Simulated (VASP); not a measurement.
Write the native input for VASP 6.6.1 that does the following.

```yaml
Task: single point
Functional: PBE
Potentials_or_basis: VASP PAW PBE potentials, release 64 (Pb_d, Te)
Cutoff: 520 eV
k_mesh: 6 × 6 × 1
Occupations: fermi-dirac, width 0.02 eV
Spin: no spin polarisation
Dipole_correction: yes
Further_INCAR_settings: ALGO = Normal; EDIFF = 1e-06; NBANDS = 50
```

The structure of TePb lies in POSCAR:

```
TePb
1.0
    4.6436706446      0.0000000000      0.0000000000
    0.0000000000      4.6436706446      0.0000000000
    0.0000000000      0.0000000000     25.8507000000
Pb Te
4 4
Direct
    0.0000000000      0.0000000000      0.3175913338
    0.5000000000      0.5000000000      0.4270790898
    0.0000000000      0.0000000000      0.5729215661
    0.5000000000      0.5000000000      0.6824085156
    0.5000000000      0.5000000000      0.3069162122
    0.0000000000      0.0000000000      0.4363254669
    0.5000000000      0.5000000000      0.5636721334
    0.0000000000      0.0000000000      0.6930856807
```

These files were run (other wordings do the same):

INCAR

```
PREC = Accurate
ENCUT = 520
EDIFF = 1E-6
ISMEAR = -1
SIGMA = 0.02
LREAL = False
LASPH = True
NELM = 60
ALGO = Normal
ISIF = 2
LWAVE = False
LCHARG = False
LDIPOL = True
IDIPOL = 3
DIPOL = 0.5 0.5 0.500
GGA = PE
NBANDS = 50
```

KPOINTS

```
Automatic mesh
0
Gamma
  6 6 1
```

Potentials or basis: VASP PAW PBE potentials, release 64 (Pb_d, Te).

Command:

```sh
$ cat potpaw_PBE.64/Pb_d/POTCAR potpaw_PBE.64/Te/POTCAR > POTCAR
$ mpirun -np 1 vasp_std > vasp.out
```

Results of the run:

| Item | Value |
| --- | --- |
| Largest force | 0.006 eV/Å |
| Band gap on the k mesh | 1.34 eV |

Caveat: spin-orbit coupling is left out, which moves the levels of the heavy elements.

Wall time 7.2 min on 1 thread of Intel(R) Xeon(R) Platinum 8259CL CPU @ 2.50GHz (Skylake/Cascade Lake), with other jobs on the host, peak memory 0.64 GiB.
